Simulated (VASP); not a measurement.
# Ti12HO24 (a cell with a defect) in VASP: single point with PBE

Aim: the single point of Ti12HO24 (a cell with a defect) with PBE.

Everything below comes from runs of VASP 6.6.1. Logs are shortened: lines on timing, memory, paths and dates and some standing lists are left out, and cuts for length are marked.

## Step 1: The cell of the first run

The cell holds a defect, 37 atoms: a = 6.567 Å, b = 6.567 Å, c = 8.892 Å, α = 90.00°, β = 90.00°, γ = 90.00°.

## Step 2: Single point, PBE

Contents of INCAR:

```
SYSTEM = Ti12HO24
PREC = Accurate ; ENCUT = 520
EDIFF = 1E-6 ; ISMEAR = 0
SIGMA = 0.02 ; LREAL = Auto
LASPH = .TRUE. ; NELM = 80
ALGO = Normal ; ISIF = 2
LWAVE = .FALSE. ; LCHARG = .TRUE.
GGA = PE ; LELF = .TRUE.
LVHAR = .TRUE. ; NBANDS = 168
NELECT = 288.0
```

Contents of KPOINTS:

```
Automatic mesh
0
Gamma
  2 2 2
  0.5 0.5 0.5
```

Contents of POSCAR:

```
Ti12HO24
1.0
    4.6433175426      4.6433175426      0.0000000000
    4.6433175426     -4.6433175426      0.0000000000
    0.0000000000      0.0000000000     -8.8916040199
Ti O H
12 24 1
Direct
    0.5118283379      0.0054080945      0.6569119573
    0.4993143326      0.0187428491      0.3333008300
    0.5117183949      0.0056715914      1.0097115189
    0.0062294900      0.5113474317      0.6650263537
   -0.0138051080      0.4843283879      0.3333444667
    0.0069041154      0.5107957787      1.0016373851
    0.0097338809     -0.0090541945      0.4995793774
    0.0096228612     -0.0096549503      0.1669825823
   -0.0221451579      0.0259876691      0.8333012788
    0.4938213850      0.5119685393      0.5002215562
    0.4944477691      0.5122363436      0.1664266646
    0.5171871142      0.4902130813      0.8332693385
    0.6948414513     -0.0000212133      0.4986739164
    0.6948466200      0.0000212133      0.1679669941
    0.6885898866      0.0031902836      0.8333317569
    0.1948602463      0.5020658136      0.5004331041
    0.1948826441      0.5020218795      0.1662553794
    0.1961171063      0.5159054874      0.8333333315
    0.4978964886      0.3032201625      0.3333360318
    0.4943155360      0.2978915371     -0.0020163966
    0.4943415950      0.2978999363      0.6686543830
    1.0000897973      0.8057481457      0.3333690967
    0.9928316247      0.8071036421      0.0006115882
    0.9927298656      0.8071610364      0.6660464171
    0.4996016272      0.6926816808      0.3333333326
    0.5044812203      0.6922101430     -0.0005645775
    0.5045207394      0.6922188652      0.6672207834
    1.0013448267      0.1928670593      0.3333657227
    1.0038113821      0.1965133747     -0.0004140985
    1.0037983526      0.1965190818      0.6670620944
    0.3066176256     -0.0038179599      0.5002178448
    0.3066296860     -0.0038183906      0.1664418475
    0.2944319417     -0.0353426184      0.8333530130
    0.8039931505      0.4972997170      0.5001053792
    0.8039641842      0.4972832417      0.1665445286
    0.8055747783      0.4942406973      0.8333316445
    0.2769913942      0.8149983208      0.8334562564
```

Potentials or basis: VASP PAW PBE potentials, release 64 (Ti_sv, O, H).

Started as:

```sh
$ cat potpaw_PBE.64/Ti_sv/POTCAR potpaw_PBE.64/O/POTCAR potpaw_PBE.64/H/POTCAR > POTCAR
$ mpirun -np 1 vasp_std > vasp.out
```

OUTCAR:

```text
SYSTEM = Ti12HO24
   PREC = Accurate
   ENCUT = 520
   EDIFF = 1E-6
   ISMEAR = 0
   LREAL = Auto
   LASPH = .TRUE.
   NELM = 80
   ISIF = 2
   GGA = PE
   NELECT = 288.0

 ion  position               nearest neighbor table
   1  0.512  0.005  0.657-  13 1.85  21 1.93  31 1.94  15 1.95  27 2.06  33 2.14   2 2.88
   2  0.499  0.019  0.333-  19 1.87  32 1.96  14 1.96  31 1.96  13 1.96  25 2.14   3 2.88   1 2.88

   3  0.512  0.006  0.010-  14 1.85  20 1.93  32 1.94  15 1.95  26 2.06  33 2.14   2 2.88
   4  0.006  0.511  0.665-  16 1.92  24 1.94  18 1.95  34 1.98  36 2.00  30 2.07
   5  0.986  0.484  0.333-  34 1.91  35 1.91  28 1.92  16 2.02  17 2.02  22 2.11
   6  0.007  0.511  0.002-  17 1.92  18 1.95  23 1.95  35 1.98  36 2.00  29 2.06
   7  0.010  0.991  0.500-  24 1.91  22 1.91  31 1.95  28 1.99  30 2.01  13 2.07
   8  0.010  0.990  0.167-  23 1.91  22 1.91  32 1.95  28 1.99  29 2.01  14 2.07
   9  0.978  0.026  0.833-  30 1.86  29 1.86  15 1.91  24 2.07  23 2.07  33 2.12
  10  0.494  0.512  0.500-  27 1.90  25 1.90  16 1.96  19 2.02  34 2.04  21 2.05
  11  0.494  0.512  0.166-  26 1.90  25 1.90  17 1.97  19 2.02  35 2.03  20 2.06
  12  0.517  0.490  0.833-  36 1.89  21 1.94  20 1.94  27 1.99  26 1.99  18 2.12
  13  0.695  1.000  0.499-   1 1.85   2 1.96   7 2.07
  14  0.695  0.000  0.168-   3 1.85   2 1.96   8 2.07
  15  0.689  0.003  0.833-   9 1.91   1 1.95   3 1.95
  16  0.195  0.502  0.500-   4 1.92  10 1.96   5 2.02
  17  0.195  0.502  0.166-   6 1.92  11 1.97   5 2.02
  18  0.196  0.516  0.833-   6 1.95   4 1.95  12 2.12
[... 12 lines left out ...]
  31  0.307  0.996  0.500-   1 1.94   7 1.95   2 1.96
  32  0.307  0.996  0.166-   3 1.94   8 1.95   2 1.96
  33  0.294  0.965  0.833-  37 0.99   9 2.12   3 2.14   1 2.14
  34  0.804  0.497  0.500-   5 1.91   4 1.98  10 2.04
  35  0.804  0.497  0.167-   5 1.91   6 1.98  11 2.03
  36  0.806  0.494  0.833-  12 1.89   4 2.00   6 2.00
  37  0.277  0.815  0.833-  33 0.99

  LATTYP: Found a simple tetragonal cell.
 ALAT       =     6.5666426431
 C/A-ratio  =     1.3540563273

  Lattice vectors:

 A1 = (   4.6433175426,   4.6433175426,   0.0000000000)
 A2 = (   4.6433175426,  -4.6433175426,   0.0000000000)
 A3 = (   0.0000000000,   0.0000000000,  -8.8916040199)

Analysis of symmetry for initial positions (statically):
=====================================================================
 Subroutine PRICEL returns:
 Original cell was already a primitive cell.

 Routine SETGRP: Setting up the symmetry group for a
 simple tetragonal supercell.

 Subroutine GETGRP returns: Found  1 space group operations
 (whereof  1 operations were pure point group operations)
 out of a pool of 16 trial point group operations.

The static configuration has the point symmetry C_1 .

Analysis of symmetry for dynamics (positions and initial velocities):
[... 170 lines left out ...]
   PSTRESS=    0.0 pullay stress
   NELECT =     288.0000    total number of electrons
   NUPDOWN=      -1.0000    fix difference up-down
   EMIN   =  10.00;   EMAX   =-10.00  energy-range for DOS
   EFERMI =   0.00;   METHOD = LEGACY
   ISMEAR =     0;   SIGMA  =   0.02  broadening in eV -4-tet -1-fermi 0-gaus
   EFERMI_NEDOS =   21; number of points for ismear=-14 and -15
   IALGO  =     38    algorithm
   IMIX   =      4    mixing-type and parameters
     AMIX     =   0.40;   BMIX     =  1.00
     AMIX_MAG =   1.60;   BMIX_MAG =  1.00
  volume/ion in A,a.u.               =      10.36        69.93
  Fermi-wavevector in a.u.,A,eV,Ry     =   1.488161  2.812217 30.131793  2.214624
  Thomas-Fermi vector in A             =   2.601231
   LORBIT       =      0    0 simple, 1 ext, 2 COOP (PROOUT), +10 PAW based schemes
   GGA     = PE    functional components
   LHFCALC =     F    Hartree Fock is set to
   AEXX    =    0.0000 exact exchange contribution
   IVDW    =     0    specifies the selected vdW correction
   LEPSILON=     F    determine dielectric tensor
   LRPA    =     F    only Hartree local field effects (RPA)
 non-spin polarized calculation
 Gauss-broadening in eV      SIGMA  =   0.02
  energy-cutoff  :      520.00
  volume of cell :      383.41
 maximum number of plane-waves:     10322
 NGX is ok and might be reduce to    50
   NGX = 25   NGY = 25   NGZ = 33

 number of electron     288.0000002 magnetization

 Free energy of the ion-electron system (eV)
  ---------------------------------------------------
  ext. energy  EPLUGINS =         0.00000000
  ---------------------------------------------------
  free energy    TOTEN  =      -331.97625777 eV

  energy without entropy =     -331.97625777  energy(sigma->0) =     -331.97625777

 E-fermi :   4.5646     XC(G=0): -11.2785

 val. band max:        4.3222331486   @ k =   0.2500   0.2500   0.2500
 cond. band min:       6.7611379491   @ k =   0.2500   0.2500   0.2500
 fundamental gap:      2.4389048005
 Fermi energy:         4.5645937307

 k-point     1 :       0.2500    0.2500    0.2500
  band No.  band energies     occupation
      1     -52.3521      2.00000
      2     -52.3407      2.00000
      3     -52.2881      2.00000
      4     -52.2839      2.00000
      5     -52.2675      2.00000
      6     -52.2469      2.00000
[... 625 lines left out ...]
    155       7.2980      0.00000
    156       7.3632      0.00000
 [bands above 156 left out]

------------------------ aborting loop because EDIFF is reached ----------------------------------------

  FORCE on cell =-STRESS in cart. coord.  units (eV):
  Direction    XX          YY          ZZ          XY          YZ          ZX
  --------------------------------------------------------------------------------------
  -------------------------------------------------------------------------------------
  Total       -7.0126578     -3.3878521     -1.0865332      2.6614950      0.0143011     -0.0019591
  in kB      -29.3039627    -14.1568996     -4.5403223     11.1216535      0.0597603     -0.0081864
  external PRESSURE =     -16.0003949 kB  Pullay stress =       0.0000000 kB

 VOLUME and BASIS-vectors are now :
 -----------------------------------------------------------------------------
  energy-cutoff  :      520.00
  volume of cell :      383.41
      direct lattice vectors                 reciprocal lattice vectors
     4.643317543  4.643317543  0.000000000     0.107681630  0.107681630  0.000000000
     4.643317543 -4.643317543  0.000000000     0.107681630 -0.107681630  0.000000000
     0.000000000  0.000000000 -8.891604020     0.000000000  0.000000000 -0.112465647

 POSITION                                       TOTAL-FORCE (eV/Angst)
 -----------------------------------------------------------------------------------
      2.40169      2.35147     -5.84100        -0.044603     -0.013195     -0.070759
      2.40550      2.23145     -2.96358        -0.018021      0.031672      0.007754
      2.40241      2.34974     -0.08635        -0.044608     -0.011090      0.072454
      2.40327     -2.34542     -5.91315        -0.029752      0.004851     -0.012126
      6.82811      2.33033     -2.96397         0.040382     -0.000155     -0.002493
      2.40385     -2.33973     -0.01456        -0.035165     -0.004470      0.006415
[... 29 lines left out ...]
      6.03546      1.44562     -7.40966         0.010583      0.011617      0.003705
      5.07045     -2.49814     -7.41076        -0.075889      0.063492      0.001030
 -----------------------------------------------------------------------------------
    total drift:                                0.004837     -0.005535     -0.007094

  FREE ENERGIE OF THE ION-ELECTRON SYSTEM (eV)
  ---------------------------------------------------
  free  energy   TOTEN  =      -331.9762577654 eV

  energy  without entropy=     -331.9762577654  energy(sigma->0) =     -331.97625777
```

Run time: 10 min. Hardware: 1 thread of Intel Xeon Platinum 8259CL at 2.50GHz (Skylake/Cascade Lake), shared host; peak memory 0.51 GiB.

Results:

```yaml
Free_energy: -331.9763 eV
Largest_force: 0.099 eV/Å
```

Forces in eV/Å, atoms in the order of the input:
```
Ti  -0.045 -0.013 -0.071
Ti  -0.018  0.032  0.008
Ti  -0.045 -0.011  0.072
Ti  -0.030  0.005 -0.012
Ti   0.040  0.000 -0.002
Ti  -0.035 -0.004  0.006
Ti   0.009 -0.031 -0.014
Ti   0.010 -0.027  0.023
Ti  -0.022  0.055 -0.006
Ti  -0.011  0.034 -0.017
Ti  -0.018  0.029  0.023
Ti  -0.022 -0.029 -0.010
O    0.049  0.051  0.023
O    0.050  0.054 -0.030
O   -0.002  0.004  0.003
O    0.015  0.011  0.025
O    0.014  0.014 -0.023
O    0.037  0.024  0.002
O    0.018 -0.014 -0.003
O    0.003 -0.001 -0.025
O   -0.001 -0.001  0.023
O   -0.049  0.044  0.002
O   -0.010  0.007  0.023
O   -0.007  0.010 -0.026
O    0.049 -0.045 -0.001
O    0.032 -0.037  0.015
O    0.031 -0.038 -0.016
O   -0.002 -0.001  0.004
O    0.037 -0.032 -0.043
O    0.038 -0.036  0.041
O   -0.021 -0.018  0.005
O   -0.023 -0.019 -0.008
O    0.051 -0.040  0.003
O   -0.030 -0.024 -0.014
O   -0.029 -0.027  0.014
O    0.011  0.012  0.004
H   -0.076  0.063  0.001
```

Levels at points of the mesh, in eV from the Fermi level:
```csv
k point,band 142,band 143,band 144,band 145,band 146,band 147
"(0.25, 0.25, 0.25)",-0.79,-0.52,-0.24,2.20,2.25,2.32
```

Caveat: the cell carries a net charge on a neutralising background, which shifts energy and pressure; the cell is charged against a uniform background, so pressure and absolute levels hang on convention.
